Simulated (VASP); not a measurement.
BN (rocksalt type): single point with LDA

The system is BN (rocksalt type).

```
B N
1.0
     0.00000    1.55030    1.55030
     1.55030    0.00000    1.55030
     1.55030    1.55030    0.00000
B N
1 1
Direct
  0.00000 0.00000 0.00000
  0.50000 0.50000 0.50000
```

This cell differs from its parent crystal: volume scaled by 0.72.

```yaml
Program: VASP 6.6.1
Task: single point
Functional: LDA
Potentials_or_basis: VASP PAW LDA potentials, release 64 (B, N)
Cutoff: 600 eV
k_mesh: 15 × 15 × 15
Occupations: fermi-dirac, width 0.05 eV
Spin: no spin polarisation
Dipole_correction: no
Further_INCAR_settings: ALGO = Normal; EDIFF = 1e-06; NBANDS = 11
```

The pressure is 254.9 GPa and the band gap on the k mesh is 4.56 eV, indirect (least direct gap 7.08 eV).

Levels at points of the mesh, in eV from the valence-band top:
```csv
k point,band 2,band 3,band 4,band 5,band 6,band 7
"(0.00, 0.00, 0.00)",-1.16,-1.16,-1.16,15.88,15.88,15.88
```

Run time: 4 s on 1 thread of Intel(R) Xeon(R) 6975P-C (Granite Rapids), with other jobs on the host, peak memory 0.11 GiB.

 A k mesh can miss the band edges.
